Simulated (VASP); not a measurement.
A run of VASP 6.6.1:

The input INCAR:

```
SYSTEM = Br
PREC = Accurate ; ENCUT = 520
EDIFF = 1E-6 ; ISMEAR = -1
SIGMA = 0.05 ; LREAL = .False.
LASPH = .True. ; NELM = 80
ALGO = Normal ; ISIF = 2
LWAVE = .False. ; LCHARG = .False.
GGA = B5 ; ALDAX = 1.0
AGGAX = 1.0 ; AGGAC = 1.0
ALDAC = 0.0 ; NBANDS = 22
```

File KPOINTS:

```
regular mesh
0
Gamma
  7 7 3
  0 0 0
```

Contents of POSCAR:

```
Br
1.0
    6.1496427176     -2.2629741530      0.0000000000
    6.1496427176      2.2629741530      0.0000000000
    0.0000000000      0.0000000000      8.8972456386
Br
4
Direct
    0.3656976512      0.6343023488      0.3825953084
    0.1343023488      0.8656976512      0.8825953084
    0.6343023488      0.3656976512      0.6174046916
    0.8656976512      0.1343023488      0.1174046916
```

Potentials or basis: VASP PAW PBE potentials, release 64 (Br).

Launch:

```sh
$ cat potpaw_PBE.64/Br/POTCAR > POTCAR
$ mpirun -np 1 vasp_std > vasp.out
```

Hardware: 1 thread of AMD EPYC 7R13, with other jobs on the host.

How long does it take, and how much memory?

It took 8.5 min on 1 thread of AMD EPYC 7R13, on a shared host, peak memory 0.45 GiB. Counts: scf iterations 13, k points 32.
